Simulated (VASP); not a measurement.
# Li (P1) in VASP: a series of runs

Li is run at these levels: PBE; tasks: single point.

All numbers are computed with VASP 6.6.1; they aren't measurements. Logs are shortened: lines on timing, memory, paths and dates and some standing lists are left out, and cuts for length are marked.

## (1) The cell of the first run

The typed cell holds 16 atoms: a = 7.094 Å, b = 7.094 Å, c = 7.094 Å, α = 90.00°, β = 90.00°, γ = 90.00°.

## (2) Single point, PBE

The input, INCAR:

```
SYSTEM = Li
PREC = Accurate
ENCUT = 520
EDIFF = 1E-6
ISMEAR = -1
SIGMA = 0.16
LREAL = Auto
LASPH = .True.
NELM = 60
ALGO = Normal
ISIF = 2
LWAVE = .False.
LCHARG = .False.
GGA = PE
NBANDS = 38
```

The input, KPOINTS:

```
Automatic mesh
0
Gamma
  3 3 3
  0 0 0
```

The input, POSCAR:

```
Li
1.0
    7.0944470000      0.0000000000      0.0000000000
    0.0000000000      7.0944470000      0.0000000000
    0.0000000000      0.0000000000      7.0944470000
Li
16
Direct
    0.0362114200      0.0699561220     -0.0411448560
    0.5438196945     -0.0408629453     -0.0008457319
   -0.0232576267      0.5391963602      0.0467548774
    0.0092184775     -0.0426248868      0.4612198808
    0.1904306283      0.2157602982      0.3043084260
    0.5342911153      0.4132950743      0.0330540210
    0.5229724036      0.0089365669      0.4976709249
    0.7837397333      0.1948989118      0.2062176234
   -0.0469099283      0.4614313138      0.5073968415
    0.2078245140      0.7772557889      0.2284885630
    0.2801627808      0.2425277122      0.6687061021
    0.5005886999      0.5074391281      0.5447218085
    0.7171806344      0.7438493797      0.2209051671
    0.7227201782      0.2348597431      0.7358995000
    0.2021581104      0.7179981752      0.7359417866
    0.8239683798      0.7475846955      0.7264132074
```

Potentials or basis: VASP PAW PBE potentials, release 64 (Li_sv).

Command:

```sh
> cat potpaw_PBE.64/Li_sv/POTCAR > POTCAR
> mpirun -np 1 vasp_std > vasp.out
```

OUTCAR:

```text
SYSTEM = Li
   PREC = Accurate
   ENCUT = 520
   EDIFF = 1E-6
   ISMEAR = -1
   LREAL = Auto
   LASPH = .True.
   NELM = 60
   ISIF = 2
   GGA = PE

 ion  position               nearest neighbor table
   1  0.036  0.070  0.959-
   2  0.544  0.959  0.999-  13 2.51
   3  0.977  0.539  0.047-
   4  0.009  0.957  0.461-   5 2.50  10 2.52
   5  0.190  0.216  0.304-   4 2.50
   6  0.534  0.413  0.033-
   7  0.523  0.009  0.498-
   8  0.784  0.195  0.206-
   9  0.953  0.461  0.507-
  10  0.208  0.777  0.228-   4 2.52
  11  0.280  0.243  0.669-  12 2.60
  12  0.501  0.507  0.545-  11 2.60
  13  0.717  0.744  0.221-   2 2.51
  14  0.723  0.235  0.736-
  15  0.202  0.718  0.736-
  16  0.824  0.748  0.726-

  LATTYP: Found a simple cubic cell.
 ALAT       =     7.0944470000

  Lattice vectors:

 A1 = (   7.0944470000,   0.0000000000,   0.0000000000)
 A2 = (   0.0000000000,   7.0944470000,   0.0000000000)
 A3 = (   0.0000000000,   0.0000000000,   7.0944470000)

Analysis of symmetry for initial positions (statically):
=====================================================================
 Subroutine PRICEL returns:
 Original cell was already a primitive cell.

 Routine SETGRP: Setting up the symmetry group for a
 simple cubic supercell.

 Subroutine GETGRP returns: Found  1 space group operations
 (whereof  1 operations were pure point group operations)
 out of a pool of 48 trial point group operations.

The static configuration has the point symmetry C_1 .

Analysis of symmetry for dynamics (positions and initial velocities):
=====================================================================
 Subroutine PRICEL returns:
 Original cell was already a primitive cell.

 Routine SETGRP: Setting up the symmetry group for a
 simple cubic supercell.

 Subroutine GETGRP returns: Found  1 space group operations
 (whereof  1 operations were pure point group operations)
 out of a pool of 48 trial point group operations.

The dynamic configuration has the point symmetry C_1 .

 Subroutine INISYM returns: Found  1 space group operations
 (whereof  1 operations are pure point group operations),
 and found     1 'primitive' translations

----------------------------------------------------------------------------------------

                                     Primitive cell

  volume of cell :     357.0719

  direct lattice vectors                    reciprocal lattice vectors
     7.094447000  0.000000000  0.000000000     0.140955313  0.000000000  0.000000000
     0.000000000  7.094447000  0.000000000     0.000000000  0.140955313  0.000000000
     0.000000000  0.000000000  7.094447000     0.000000000  0.000000000  0.140955313

  length of vectors
     7.094447000  7.094447000  7.094447000     0.140955313  0.140955313  0.140955313

  position of ions in fractional coordinates (direct lattice)
     0.036211420  0.069956122  0.958855144
     0.543819695  0.959137055  0.999154268
     0.976742373  0.539196360  0.046754877
     0.009218477  0.957375113  0.461219881
     0.190430628  0.215760298  0.304308426
     0.534291115  0.413295074  0.033054021
[... 8 lines left out ...]
     0.202158110  0.717998175  0.735941787
     0.823968380  0.747584696  0.726413207

  ion indices of the primitive-cell ions
   primitive index   ion index
                 1           1
                 2           2
                 3           3
                 4           4
                 5           5
                 6           6
[... 8 lines left out ...]
                15          15
                16          16

----------------------------------------------------------------------------------------

 KPOINTS: Automatic mesh

Automatic generation of k-mesh.
 Grid dimensions read from file:
 generate k-points for:    3    3    3

 Generating k-lattice:

  Cartesian coordinates                     Fractional coordinates (reciprocal lattice)
     0.046985104  0.000000000  0.000000000     0.333333333  0.000000000  0.000000000
     0.000000000  0.046985104  0.000000000     0.000000000  0.333333333  0.000000000
     0.000000000  0.000000000  0.046985104     0.000000000  0.000000000  0.333333333

  Length of vectors
     0.046985104  0.046985104  0.046985104

  Shift w.r.t. Gamma in fractional coordinates (k-lattice)
     0.000000000  0.000000000  0.000000000

 Subroutine IBZKPT returns following result:
 ===========================================

 Found     14 irreducible k-points:

 Following reciprocal coordinates:
            Coordinates               Weight
  0.000000  0.000000  0.000000      1.000000
  0.333333  0.000000  0.000000      2.000000
  0.000000  0.333333  0.000000      2.000000
  0.000000  0.000000  0.333333      2.000000
  0.333333  0.333333  0.000000      2.000000
  0.000000  0.333333  0.333333      2.000000
  0.333333  0.000000  0.333333      2.000000
 -0.333333  0.333333  0.000000      2.000000
 -0.333333  0.000000  0.333333      2.000000
  0.000000 -0.333333  0.333333      2.000000
  0.333333  0.333333  0.333333      2.000000
 -0.333333  0.333333  0.333333      2.000000
 -0.333333 -0.333333  0.333333      2.000000
  0.333333 -0.333333  0.333333      2.000000
   k-points           NKPTS =     14   k-points in BZ     NKDIM =     14   number of bands    NBANDS=     38
   number of dos      NEDOS =    301   number of ions     NIONS =     16
   total plane-waves  NPLWV = 157464
   dimension x,y,z NGX =    54 NGY =   54 NGZ =   54
   dimension x,y,z NGXF=   108 NGYF=  108 NGZF=  108
   ions per type =              16
   NGX,Y,Z   is equivalent  to a cutoff of  12.65, 12.65, 12.65 a.u.
   NGXF,Y,Z  is equivalent  to a cutoff of  25.31, 25.31, 25.31 a.u.
 SYSTEM =  Li
   PREC   = accura    normal or accurate (medium, high low for compatibility)
   ISTART =      0    job   : 0-new  1-cont  2-samecut
   ICHARG =      2    charge: 1-file 2-atom 10-const
   ISPIN  =      1    spin polarized calculation?
   LNONCOLLINEAR =      F non collinear calculations
   LSORBIT =      F    spin-orbit coupling
   LASPH  =      T    aspherical Exc in radial PAW
   ENCUT  =  520.0 eV  38.22 Ry    6.18 a.u.  13.19 13.19 13.19*2*pi/ulx,y,z
   NELM   =     60;   NELMIN=  2; NELMDL= -5     # of ELM steps
   EDIFF  = 0.1E-05   stopping-criterion for ELM
   LREAL  =      T    real-space projection
   EDIFFG = 0.1E-04   stopping-criterion for IOM
   NSW    =      0    number of steps for IOM
   IBRION =     -1    ionic relax: 0-MD 1-quasi-New 2-CG
   NFREE  =      0    steps in history (QN), initial steepest desc. (CG)
   ISIF   =      2    stress and relaxation
   ISYM   =      2    0-nonsym 1-usesym 2-fastsym
   POTIM  = 0.5000    time-step for ionic-motion
   TEBEG  =    0.0;   TEEND  =   0.0 temperature during run
   PSTRESS=    0.0 pullay stress
   NELECT =      48.0000    total number of electrons
   NUPDOWN=      -1.0000    fix difference up-down
   EMIN   =  10.00;   EMAX   =-10.00  energy-range for DOS
   EFERMI =   0.00;   METHOD = LEGACY
   ISMEAR =    -1;   SIGMA  =   0.16  broadening in eV -4-tet -1-fermi 0-gaus
   EFERMI_NEDOS =   21; number of points for ismear=-14 and -15
   IALGO  =     38    algorithm
   IMIX   =      4    mixing-type and parameters
     AMIX     =   0.40;   BMIX     =  1.00
     AMIX_MAG =   1.60;   BMIX_MAG =  1.00
  volume/ion in A,a.u.               =      22.32       150.60
  Fermi-wavevector in a.u.,A,eV,Ry     =   0.838629  1.584780  9.568965  0.703299
  Thomas-Fermi vector in A             =   1.952715
   LORBIT       =      0    0 simple, 1 ext, 2 COOP (PROOUT), +10 PAW based schemes
   GGA     = PE    functional components
   LHFCALC =     F    Hartree Fock is set to
   AEXX    =    0.0000 exact exchange contribution
   IVDW    =     0    specifies the selected vdW correction
   LEPSILON=     F    determine dielectric tensor
   LRPA    =     F    only Hartree local field effects (RPA)
 non-spin polarized calculation
  energy-cutoff  :      520.00
  volume of cell :      357.07
 maximum number of plane-waves:      9771
 NGX is ok and might be reduce to    54
   NGX = 27   NGY = 27   NGZ = 27

 number of electron      47.9999999 magnetization

 Free energy of the ion-electron system (eV)
  ---------------------------------------------------
  ext. energy  EPLUGINS =         0.00000000
  ---------------------------------------------------
  free energy    TOTEN  =       -29.03139518 eV

  energy without entropy =      -28.40407423  energy(sigma->0) =      -28.71773470

 E-fermi :   0.3226     XC(G=0):  -6.7862

 val. band max:        0.2947567364   @ k =   0.0000  -0.3333   0.3333
 cond. band min:       0.3324116778   @ k =   0.3333   0.3333   0.0000
 fundamental gap:      0.0376549414
 Fermi energy:         0.3226139824

 k-point     1 :       0.0000    0.0000    0.0000
  band No.  band energies     occupation
      1     -46.6125      2.00000
      2     -46.5427      2.00000
      3     -46.5407      2.00000
      4     -46.5126      2.00000
      5     -46.4892      2.00000
      6     -46.4638      2.00000
[... 28 lines left out ...]
     35       3.0939      0.00000
     36       3.3070      0.00000

 k-point     2 :       0.3333    0.0000    0.0000
  band No.  band energies     occupation
      1     -46.6125      2.00000
      2     -46.5426      2.00000
      3     -46.5406      2.00000
      4     -46.5125      2.00000
      5     -46.4892      2.00000
      6     -46.4638      2.00000
[... 28 lines left out ...]
     35       3.3531      0.00000
     36       3.5389      0.00000
[... 427 lines left out ...]
     35       3.3987      0.00000
     36       3.5690      0.00000

 k-point    14 :       0.3333   -0.3333    0.3333
  band No.  band energies     occupation
      1     -46.6125      2.00000
      2     -46.5426      2.00000
      3     -46.5407      2.00000
      4     -46.5125      2.00000
      5     -46.4892      2.00000
      6     -46.4638      2.00000
[... 28 lines left out ...]
     35       3.3524      0.00000
     36       3.6394      0.00000
 [bands above 36 left out]

------------------------ aborting loop because EDIFF is reached ----------------------------------------

  FORCE on cell =-STRESS in cart. coord.  units (eV):
  Direction    XX          YY          ZZ          XY          YZ          ZX
  --------------------------------------------------------------------------------------
  -------------------------------------------------------------------------------------
  Total        0.0919824     -0.9813770     -0.8232155     -0.5503170      0.1158953     -0.6654067
  in kB        0.4127238     -4.4034270     -3.6937582     -2.4692657      0.5200206     -2.9856719
  external PRESSURE =      -2.5614872 kB  Pullay stress =       0.0000000 kB

 VOLUME and BASIS-vectors are now :
 -----------------------------------------------------------------------------
  energy-cutoff  :      520.00
  volume of cell :      357.07
      direct lattice vectors                 reciprocal lattice vectors
     7.094447000  0.000000000  0.000000000     0.140955313  0.000000000  0.000000000
     0.000000000  7.094447000  0.000000000     0.000000000  0.140955313  0.000000000
     0.000000000  0.000000000  7.094447000     0.000000000  0.000000000  0.140955313

 POSITION                                       TOTAL-FORCE (eV/Angst)
 -----------------------------------------------------------------------------------
      0.25690      0.49630      6.80255         0.028224     -0.269410     -0.185217
      3.85810      6.80455      7.08845        -0.509418      0.146954     -0.448032
      6.92945      3.82530      0.33170         0.074797     -0.477050     -0.304306
      0.06540      6.79205      3.27210        -0.460745      0.033263      0.376502
      1.35100      1.53070      2.15890         0.584395      0.417126     -0.522044
      3.79050      2.93210      0.23450        -0.474012      0.297610     -0.129057
[... 8 lines left out ...]
      1.43420      5.09380      5.22110         0.497881      0.081872      0.108017
      5.84560      5.30370      5.15350        -0.604916      0.142113      0.305286
 -----------------------------------------------------------------------------------
    total drift:                               -0.004677      0.001194      0.002149

  FREE ENERGIE OF THE ION-ELECTRON SYSTEM (eV)
  ---------------------------------------------------
  free  energy   TOTEN  =       -29.0313951773 eV

  energy  without entropy=      -28.4040742309  energy(sigma->0) =      -28.71773470
```

It took 1.8 min on 1 thread of Intel Xeon 6975P-C (Granite Rapids), shared host; peak memory 0.4 GiB.

Results:

- Free energy: -29.0314 eV
- Largest force: 0.888 eV/Å
- Band gap on the k mesh: zero (band 24 reaches 0.60 eV, above the bottom of band 25 at 0.17 eV)

Forces in eV/Å, atoms in the order of the input:
```
Li   0.028 -0.269 -0.185
Li  -0.509  0.147 -0.448
Li   0.075 -0.477 -0.304
Li  -0.461  0.033  0.377
Li   0.584  0.417 -0.522
Li  -0.474  0.298 -0.129
Li  -0.048 -0.313 -0.228
Li  -0.061  0.045  0.485
Li   0.074  0.037 -0.267
Li   0.488 -0.196 -0.001
Li  -0.327 -0.109  0.679
Li   0.167  0.307 -0.448
Li   0.223 -0.105  0.479
Li   0.348 -0.039  0.101
Li   0.498  0.082  0.108
Li  -0.605  0.142  0.305
```

Caveat: the cutoff is under 1.25 times the usual one of these potentials, so pressure, stress and relaxed cells hold a basis-set (Pulay) error.

[end of part 1 of 2]
